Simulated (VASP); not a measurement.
Set up this calculation in VASP 6.6.1, as the native input.

```
Task                   : single point
Functional             : r2SCAN
Potentials or basis    : VASP PAW PBE potentials, release 64 (V_sv)
Cutoff                 : 520 eV
k mesh                 : 12 × 12 × 12
Occupations            : fermi-dirac, width 0.1 eV
Spin                   : no spin polarisation
Dipole correction      : no
Further INCAR settings : ALGO = Normal; EDIFF = 1e-06; NBANDS = 12
```

The system is V.

```
CELL_PARAMETERS angstrom
-1.49177 1.49177 1.49177
1.49177 -1.49177 1.49177
1.49177 1.49177 -1.49177
ATOMIC_POSITIONS crystal
V 0.00000 0.00000 0.00000
```

These files were run (other wordings do the same):

POSCAR

```
V
1.0
   -1.4917693513      1.4917693513      1.4917693513
    1.4917693513     -1.4917693513      1.4917693513
    1.4917693513      1.4917693513     -1.4917693513
V
1
Direct
    0.0000000000      0.0000000000      0.0000000000
```

INCAR.step1

```
ALGO = Normal
EDIFF = 1E-4
ENCUT = 520
GGA = PE
ISMEAR = -1
LASPH = True
LCHARG = False
LREAL = False
LWAVE = True
NBANDS = 12
NELM = 80
PREC = Accurate
SIGMA = 0.1
```

INCAR.step2

```
ALGO = Normal
EDIFF = 1E-6
ENCUT = 520
ISIF = 2
ISMEAR = -1
ISTART = 1
LASPH = True
LCHARG = False
LMIXTAU = True
LREAL = False
LWAVE = False
METAGGA = R2SCAN
NBANDS = 12
NELM = 80
PREC = Accurate
SIGMA = 0.1
```

KPOINTS

```
k-points
0
Gamma
  12 12 12
```

Potentials or basis: VASP PAW PBE potentials, release 64 (V_sv).

The run is started by

```bash
$ cat potpaw_PBE.64/V_sv/POTCAR > POTCAR
$ cp INCAR.step1 INCAR
$ mpirun -np 1 vasp_std > vasp.out
$ cp INCAR.step2 INCAR
$ mpirun -np 1 vasp_std > vasp.out
```

It gave:

```yaml
Pressure: 0.8 GPa
```

Caveat: the PAW data sets were made with another functional, which shifts forces and pressure a little.

Run time: 27 s on 1 thread of Intel(R) Xeon(R) Platinum 8375C CPU @ 2.90GHz (Ice Lake), with other jobs on the host, peak memory 0.13 GiB.
